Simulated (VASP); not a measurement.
# SrO: relaxation of cell and atoms with RPBE

Crystal: SrO.

```xyz
2
Lattice="0.0000 2.5663 2.5663 2.5663 0.0000 2.5663 2.5663 2.5663 0.0000" Properties=species:S:1:pos:R:3 pbc="T T T"
Sr    2.5663    2.5663    2.5663
O     0.0000    0.0000    0.0000
```

- Program: VASP 6.6.1
- Task: relaxation of cell and atoms
- Functional: RPBE
- Potentials or basis: VASP PAW PBE potentials, release 64 (Sr_sv, O)
- Cutoff: 600 eV
- k mesh: 9 × 9 × 9
- Occupations: fermi-dirac, width 0.05 eV
- Spin: no spin polarisation
- Dipole correction: no
- Further INCAR settings: ALGO = Normal; EDIFF = 1e-07; IBRION = 2; EDIFFG = -0.02; NSW = 80; ISIF = 3

| Quantity | Value |
| --- | --- |
| Relaxed volume | 18.25 Å³/atom |
| Relaxed cell | a = 3.724 Å, b = 3.724 Å, c = 3.724 Å, α = 60.00°, β = 60.00°, γ = 60.00° |
| Space group after relaxing (to 0.05 Å) | Fm-3m (No. 225) |
| Energy gained by relaxing | 27.2 meV/atom |
| Ionic steps | 3 |
| Pressure after relaxing | 0.0 GPa |
| Band gap on the k mesh | 3.46 eV, indirect (least direct gap 3.60 eV) |

The path:
```csv
step,energy change (eV),largest force (eV/Å),pressure (GPa),volume (Å³)
1,0.0000,0.0000,6.90,33.80
2,-0.0485,0.0000,-1.87,37.49
3,-0.0544,0.0000,0.02,36.50
```

Final structure:
```
Sr O
1.0
     0.00000    2.63293    2.63293
     2.63293    0.00000    2.63293
     2.63293    2.63293    0.00000
Sr O
1 1
Cartesian
  2.6329 2.6329 2.6329
  0.0000 0.0000 0.0000
```

Levels at points of the mesh, in eV from the valence-band top:
```csv
k point,band 5,band 6,band 7,band 8,band 9,band 10,band 11,band 12
"(0.00, 0.00, 0.00)",-14.47,0.00,0.00,0.00,3.67,6.11,6.11,6.11
```

It took 79 s on 1 thread of Intel(R) Xeon(R) Platinum 8488C (Sapphire Rapids) (shared host), peak memory 0.19 GiB.

Caveat: the PAW data sets were made with another functional, which shifts forces and pressure a little. Zero-point motion and thermal expansion aren't in these numbers.
